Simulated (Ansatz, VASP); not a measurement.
One calculation of SiC5, two programs

```
Si C
1.0
     2.14919    1.24084    4.31198
    -2.14919    1.24084    4.31198
     0.00000   -2.48167    4.31198
Si C
1 5
Direct
  0.00000 0.00000 0.00000
  0.84245 0.50000 0.15755
  0.15755 0.84245 0.50000
  0.50000 0.15755 0.84245
  0.17968 0.17968 0.17968
  0.82032 0.82032 0.82032
```

Change from the starting cell: species swapped into the Sm5Mg type (R32, No. 155).

Alike in both runs: functional PBE; k mesh 6 × 6 × 6; occupations gaussian, width 0.1 eV; no spin polarisation.

Ansatz relaxed the structure, and its values are those at the end. VASP's run is a single point on that final structure, the one shown.

|  | VASP | Ansatz |
| --- | --- | --- |
| version | VASP 6.6.1 | Ansatz 0.2.0 |
| potentials or method | VASP PAW PBE potentials, release 64 (Si, C), cutoff 520 eV | scalar-relativistic, plane waves, PAW |
| valence electrons in the cell | 24 | 24 |

VASP gave:

* gap on the k mesh at the Fermi level (eV): none
* pressure (GPa): 0.3
* rms of the force components (eV/Å): 0.016

**Question.** Which values does Ansatz return?

**Answer.** gap on the k mesh at the Fermi level (eV): none; pressure (GPa): 0.0; rms of the force components (eV/Å): 0.001.

A gap of «none» marks a metal or a gap that the smearing closes. The functional is the same, so the differences come from potentials, cutoffs and numerics.
